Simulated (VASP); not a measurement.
# Al3H in VASP: notebook

The runs below take Al3H through relaxation of the atoms, with PBE.

Everything below comes from runs of VASP 6.6.1. Logs are shortened: lines on timing, memory, paths and dates and some standing lists are left out, and cuts for length are marked.

## Step 1: The cell of the first run

The cell holds a slab with vacuum, 4 atoms: a = 2.857 Å, b = 2.857 Å, c = 19.675 Å, α = 90.00°, β = 90.00°, γ = 90.00°.

## Step 2: Relaxation of the atoms, PBE

Contents of INCAR:

```
SYSTEM = Al3H
  PREC = Accurate
  ENCUT = 520
  EDIFF = 1E-7
  ISMEAR = 0
  SIGMA = 0.1
  LREAL = .False.
  LASPH = .True.
  NELM = 100
  ALGO = Normal
  ISIF = 2
  LWAVE = .False.
  LCHARG = .False.
  LDIPOL = .True.
  IDIPOL = 3
  DIPOL = 0.5 0.5 0.346
  GGA = PE
  IBRION = 2
  NSW = 36
  EDIFFG = -0.025
```

Contents of KPOINTS:

```
regular mesh
0
Gamma
  9 9 1
  0 0 0
```

Contents of POSCAR:

```
Al3H
1.0
    2.8567582918      0.0000000000      0.0000000000
    0.0000000000      2.8567582918      0.0000000000
    0.0000000000      0.0000000000     19.6746954317
Al H
3 1
Selective dynamics
Direct
    0.5000000000      0.5000000000      0.2033068321  F F F
    0.0000000000      0.0000000000      0.3092728609  F F F
    0.5000000000      0.5000000000      0.4154928578  F F F
    0.6666666667      1.0000000000      0.4555032888  F F T
```

Potentials or basis: VASP PAW PBE potentials, release 64 (Al, H).

The run is started by

```bash
$ cat potpaw_PBE.64/Al/POTCAR potpaw_PBE.64/H/POTCAR > POTCAR
$ mpirun -np 1 vasp_std > vasp.out
```

OUTCAR:

```text
SYSTEM = Al3H
   PREC = Accurate
   ENCUT = 520
   EDIFF = 1E-7
   ISMEAR = 0
   LREAL = .False.
   LASPH = .True.
   NELM = 100
   ISIF = 2
   GGA = PE
   IBRION = 2
   NSW = 36
   EDIFFG = -0.025

 ion  position               nearest neighbor table
   1  0.500  0.500  0.203-   2 2.90   2 2.90   2 2.90   2 2.90
   2  0.000  0.000  0.309-   1 2.90   1 2.90   1 2.90   1 2.90   3 2.91   3 2.91   3 2.91   3 2.91

   3  0.500  0.500  0.415-   4 1.70   4 1.70   2 2.91   2 2.91   2 2.91   2 2.91
   4  0.667  0.000  0.456-   3 1.70   3 1.70

  LATTYP: Found a simple tetragonal cell.
 ALAT       =     2.8567582918
 C/A-ratio  =     6.8870703861

  Lattice vectors:

 A1 = (   2.8567582918,   0.0000000000,   0.0000000000)
 A2 = (   0.0000000000,   2.8567582918,   0.0000000000)
 A3 = (   0.0000000000,   0.0000000000,  19.6746954317)

Analysis of symmetry for initial positions (statically):
=====================================================================
 Subroutine PRICEL returns:
 Original cell was already a primitive cell.

 Routine SETGRP: Setting up the symmetry group for a
 simple tetragonal supercell.

 Subroutine GETGRP returns: Found  2 space group operations
 (whereof  2 operations were pure point group operations)
 out of a pool of 16 trial point group operations.

The static configuration has the point symmetry C_1h.

Analysis of symmetry for dynamics (positions and initial velocities):
=====================================================================
 Subroutine PRICEL returns:
 Original cell was already a primitive cell.

 Routine SETGRP: Setting up the symmetry group for a
 simple tetragonal supercell.

 Subroutine GETGRP returns: Found  2 space group operations
 (whereof  2 operations were pure point group operations)
 out of a pool of 16 trial point group operations.

The dynamic configuration has the point symmetry C_1h.

Analysis of constrained symmetry for selective dynamics:
=====================================================================
 Subroutine PRICEL returns:
 Original cell was already a primitive cell.

 Routine SETGRP: Setting up the symmetry group for a
 simple tetragonal supercell.

 Subroutine GETGRP returns: Found  2 space group operations
 (whereof  2 operations were pure point group operations)
 out of a pool of 16 trial point group operations.

The constrained configuration has the point symmetry C_1h.

 Subroutine INISYM returns: Found  2 space group operations
 (whereof  2 operations are pure point group operations),
 and found     1 'primitive' translations

----------------------------------------------------------------------------------------

                                     Primitive cell

  volume of cell :     160.5665

  direct lattice vectors                    reciprocal lattice vectors
     2.856758292  0.000000000  0.000000000     0.350047116  0.000000000  0.000000000
     0.000000000  2.856758292  0.000000000     0.000000000  0.350047116  0.000000000
     0.000000000  0.000000000 19.674695432     0.000000000  0.000000000  0.050826708

  length of vectors
     2.856758292  2.856758292 19.674695432     0.350047116  0.350047116  0.050826708

  position of ions in fractional coordinates (direct lattice)
     0.500000000  0.500000000  0.203306832
     0.000000000  0.000000000  0.309272861
     0.500000000  0.500000000  0.415492858
     0.666666667  0.000000000  0.455503289

  ion indices of the primitive-cell ions
   primitive index   ion index
                 1           1
                 2           2
                 3           3
                 4           4

----------------------------------------------------------------------------------------

 KPOINTS: regular mesh

Automatic generation of k-mesh.
 Grid dimensions read from file:
 generate k-points for:    9    9    1

 Generating k-lattice:

  Cartesian coordinates                     Fractional coordinates (reciprocal lattice)
     0.038894124  0.000000000  0.000000000     0.111111111  0.000000000  0.000000000
     0.000000000  0.038894124  0.000000000     0.000000000  0.111111111  0.000000000
     0.000000000  0.000000000  0.050826708     0.000000000  0.000000000  1.000000000

  Length of vectors
     0.038894124  0.038894124  0.050826708

  Shift w.r.t. Gamma in fractional coordinates (k-lattice)
     0.000000000  0.000000000  0.000000000

 Subroutine IBZKPT returns following result:
 ===========================================

 Found     25 irreducible k-points:

 Following reciprocal coordinates:
            Coordinates               Weight
  0.000000  0.000000  0.000000      1.000000
  0.111111  0.000000  0.000000      2.000000
  0.000000  0.111111  0.000000      2.000000
  0.222222  0.000000  0.000000      2.000000
  0.000000  0.222222  0.000000      2.000000
  0.333333  0.000000  0.000000      2.000000
[... 16 lines left out ...]
  0.444444  0.333333  0.000000      4.000000
 -0.333333  0.444444  0.000000      4.000000
   k-points           NKPTS =     25   k-points in BZ     NKDIM =     25   number of bands    NBANDS=      9
   number of dos      NEDOS =    301   number of ions     NIONS =      4
   total plane-waves  NPLWV =  86400
   dimension x,y,z NGX =    24 NGY =   24 NGZ =  150
   dimension x,y,z NGXF=    48 NGYF=   48 NGZF=  300
   ions per type =               3   1
   NGX,Y,Z   is equivalent  to a cutoff of  13.97, 13.97, 12.67 a.u.
   NGXF,Y,Z  is equivalent  to a cutoff of  27.93, 27.93, 25.35 a.u.
 SYSTEM =  Al3H
   PREC   = accura    normal or accurate (medium, high low for compatibility)
   ISTART =      0    job   : 0-new  1-cont  2-samecut
   ICHARG =      2    charge: 1-file 2-atom 10-const
   ISPIN  =      1    spin polarized calculation?
   LNONCOLLINEAR =      F non collinear calculations
   LSORBIT =      F    spin-orbit coupling
   LASPH  =      T    aspherical Exc in radial PAW
   ENCUT  =  520.0 eV  38.22 Ry    6.18 a.u.   5.31  5.31 36.58*2*pi/ulx,y,z
   NELM   =    100;   NELMIN=  2; NELMDL= -5     # of ELM steps
   EDIFF  = 0.1E-06   stopping-criterion for ELM
   LREAL  =      F    real-space projection
   EDIFFG = -.3E-01   stopping-criterion for IOM
   NSW    =     36    number of steps for IOM
   IBRION =      2    ionic relax: 0-MD 1-quasi-New 2-CG
   NFREE  =      1    steps in history (QN), initial steepest desc. (CG)
   ISIF   =      2    stress and relaxation
   ISYM   =      2    0-nonsym 1-usesym 2-fastsym
   POTIM  = 0.5000    time-step for ionic-motion
   TEBEG  =    0.0;   TEEND  =   0.0 temperature during run
   PSTRESS=    0.0 pullay stress
   NELECT =      10.0000    total number of electrons
   NUPDOWN=      -1.0000    fix difference up-down
   EMIN   =  10.00;   EMAX   =-10.00  energy-range for DOS
   EFERMI =   0.00;   METHOD = LEGACY
   ISMEAR =     0;   SIGMA  =   0.10  broadening in eV -4-tet -1-fermi 0-gaus
   EFERMI_NEDOS =   21; number of points for ismear=-14 and -15
   IALGO  =     38    algorithm
   IMIX   =      4    mixing-type and parameters
     AMIX     =   0.40;   BMIX     =  1.00
     AMIX_MAG =   1.60;   BMIX_MAG =  1.00
  volume/ion in A,a.u.               =      40.14       270.89
  Fermi-wavevector in a.u.,A,eV,Ry     =   0.648918  1.226277  5.729340  0.421095
  Thomas-Fermi vector in A             =   1.717706
   LORBIT       =      0    0 simple, 1 ext, 2 COOP (PROOUT), +10 PAW based schemes
   GGA     = PE    functional components
   LHFCALC =     F    Hartree Fock is set to
   AEXX    =    0.0000 exact exchange contribution
   IVDW    =     0    specifies the selected vdW correction
   LEPSILON=     F    determine dielectric tensor
   LRPA    =     F    only Hartree local field effects (RPA)
 conjugate gradient relaxation of ions
 non-spin polarized calculation
 Gauss-broadening in eV      SIGMA  =   0.10
  energy-cutoff  :      520.00
  volume of cell :      160.57
 maximum number of plane-waves:      4361
 NGX is ok and might be reduce to    24
   NGX = 11   NGY = 11   NGZ = 73

 dipolmoment           0.000000      0.000000      0.052655 electrons x Angstroem

--------------------------------------- Ionic step        1  -------------------------------------------

 number of electron      10.0000000 magnetization

 Free energy of the ion-electron system (eV)
  ---------------------------------------------------
  ext. energy  EPLUGINS =         0.00000000
  ---------------------------------------------------
  free energy    TOTEN  =       -13.42194630 eV

  energy without entropy =      -13.41076706  energy(sigma->0) =      -13.41635668

------------------------ aborting loop because EDIFF is reached ----------------------------------------

  FORCE on cell =-STRESS in cart. coord.  units (eV):
  Direction    XX          YY          ZZ          XY          YZ          ZX
  --------------------------------------------------------------------------------------
  -------------------------------------------------------------------------------------
  Total       -1.8714943     -0.3205494      1.4001833      0.0000000      0.0000000      0.1312693
  in kB      -18.6742890     -3.1985312     13.9714176      0.0000000      0.0000000      1.3098415
  external PRESSURE =      -2.6338009 kB  Pullay stress =       0.0000000 kB
[... 101 lines left out ...]
--------------------------------------- Ionic step        4  -------------------------------------------

 number of electron      10.0000000 magnetization

 dipolmoment           0.000000      0.000000     -0.005219 electrons x Angstroem

 Free energy of the ion-electron system (eV)
  ---------------------------------------------------
  ext. energy  EPLUGINS =         0.00000000
  ---------------------------------------------------
  free energy    TOTEN  =       -13.54617413 eV

  energy without entropy =      -13.53744969  energy(sigma->0) =      -13.54181191

 E-fermi :  -0.2616     XC(G=0):  -4.2749

 val. band max:       -0.2743611543   @ k =  -0.2222   0.4444   0.0000
 cond. band min:      -0.1559224653   @ k =   0.2222   0.0000   0.0000
 fundamental gap:      0.1184386890
 Fermi energy:        -0.2616216777

 k-point     1 :       0.0000    0.0000    0.0000
  band No.  band energies     occupation
      1     -10.7908      2.00000
      2      -9.1507      2.00000
      3      -6.4482      2.00000
      4      -3.1493      2.00000
      5       0.9594      0.00000
      6       3.2831      0.00000
      7       3.7774      0.00000
      8       4.7955      0.00000
      9       5.4368      0.00000
[... 265 lines left out ...]
 k-point    24 :      -0.3333    0.4444    0.0000
  band No.  band energies     occupation
      1      -5.6678      2.00000
      2      -4.4471      2.00000
      3      -3.1962      2.00000
      4      -2.1968      2.00000
      5      -0.8796      2.00000
      6       0.5491      0.00000
      7       0.9259      0.00000
      8       2.1949      0.00000
      9       2.6325      0.00000

 [... further k-points ...]

------------------------ aborting loop because EDIFF is reached ----------------------------------------

 vacuum level on the upper side and lower side of the slab       (xc-potential included)        -0.071         0.038

  FORCE on cell =-STRESS in cart. coord.  units (eV):
  Direction    XX          YY          ZZ          XY          YZ          ZX
  --------------------------------------------------------------------------------------
  -------------------------------------------------------------------------------------
  Total       -2.0060094     -2.0435085      0.5055838      0.0000000      0.0000000     -0.1549685
  in kB      -20.0165183    -20.3906943      5.0448550      0.0000000      0.0000000     -1.5463188
  external PRESSURE =     -11.7874525 kB  Pullay stress =       0.0000000 kB
[... 19 lines left out ...]
  FREE ENERGIE OF THE ION-ELECTRON SYSTEM (eV)
  ---------------------------------------------------
  free  energy   TOTEN  =       -13.5461741271 eV

  energy  without entropy=      -13.5374496851  energy(sigma->0) =      -13.54181191

 reached required accuracy - stopping structural energy minimisation

 vacuum level on the upper side and lower side of the slab         3.891         4.005
```

It took 2.4 min on 1 thread of AMD EPYC 7R13 (Zen 3), shared host; peak memory 0.25 GiB.

Results:

```
Free energy               : -13.5462 eV
Energy gained by relaxing : 31.1 meV/atom
Ionic steps               : 4
Band gap on the k mesh    : zero (bands 5 and 6 overlap by 2.35 eV)
```

The path:
| step | energy change (eV) | largest force on free atoms (eV/Å) | pressure (GPa) |
| --- | --- | --- | --- |
| 1 | 0.0000 | 1.0291 | -0.26 |
| 2 | -0.0460 | 0.8242 | -0.47 |
| 3 | -0.1207 | 0.1755 | -1.04 |
| 4 | -0.1242 | 0.0024 | -1.18 |

Final structure:
```
Al H
1.0
     2.85676    0.00000    0.00000
     0.00000    2.85676    0.00000
     0.00000    0.00000   19.67470
Al H
3 1
Cartesian
  1.4284 1.4284 4.0000
  0.0000 0.0000 6.0848
  1.4284 1.4284 8.1747
  1.9045 0.0000 9.2008
```

Levels at points of the mesh, in eV from the Fermi level:
| k point | band 1 | band 2 | band 3 | band 4 | band 5 | band 6 | band 7 | band 8 | band 9 |
| --- | --- | --- | --- | --- | --- | --- | --- | --- | --- |
| (0.00, 0.00, 0.00) | -10.53 | -8.89 | -6.19 | -2.89 | 1.22 | 3.54 | 4.04 | 5.06 | 5.70 |

## Step 3: Relaxation of the atoms, PBE

Contents of INCAR:

```
SYSTEM = Al3H
PREC = Accurate
ENCUT = 520
EDIFF = 1E-6
ISMEAR = 0
SIGMA = 0.1
LREAL = .False.
LASPH = .True.
NELM = 100
ALGO = Normal
ISIF = 2
LWAVE = .False.
LCHARG = .False.
LDIPOL = .True.
IDIPOL = 3
DIPOL = 0.5 0.5 0.355
GGA = PE
IBRION = 2
NSW = 36
EDIFFG = -0.025
```

KPOINTS is that of step 2.

Changes to POSCAR since step 2:

```diff
@@ -12,2 +12,2 @@
     0.5000000000      0.5000000000      0.4154928578  F F F
-    0.6666666667      1.0000000000      0.4555032888  F F T
+    0.5000000000      0.6666666667      0.4935154986  F F T
```

Potentials or basis: VASP PAW PBE potentials, release 64 (Al, H).

The run is started by

```bash
$ cat potpaw_PBE.64/Al/POTCAR potpaw_PBE.64/H/POTCAR > POTCAR
$ mpirun -np 1 vasp_std > vasp.out
```

It took 66 s on 1 thread of Intel Xeon Platinum 8259CL at 2.50GHz (Skylake/Cascade Lake), shared host; peak memory 0.29 GiB.

Results (log left out):

* Free energy: -13.3219 eV
* Energy gained by relaxing: 0.0 meV/atom
* Ionic steps: 3
* Band gap on the k mesh: zero (bands 5 and 6 overlap by 1.35 eV)

The path:
```tsv
step	energy change (eV)	largest force on free atoms (eV/Å)	pressure (GPa)
1	0.0000	0.0610	-0.95
2	-0.0001	0.0294	-0.93
3	-0.0002	0.0005	-0.91
```

Final structure:
```yaml
crystal:
  lattice:
    - [2.85676, 0.00000, 0.00000]
    - [0.00000, 2.85676, 0.00000]
    - [0.00000, 0.00000, 19.67470]
  atoms:
    - { symbol: Al, position: [0.50000, 0.50000, 0.20331] }
    - { symbol: Al, position: [0.00000, 0.00000, 0.30927] }
    - { symbol: Al, position: [0.50000, 0.50000, 0.41549] }
    - { symbol: H, position: [0.50000, 0.66667, 0.49323] }
```

Levels at points of the mesh, in eV from the Fermi level:
```tsv
k point	band 2	band 3	band 4	band 5	band 6	band 7	band 8	band 9
(0.00, 0.00, 0.00)	-8.43	-5.91	-3.19	0.49	3.39	4.52	5.54	6.01
```
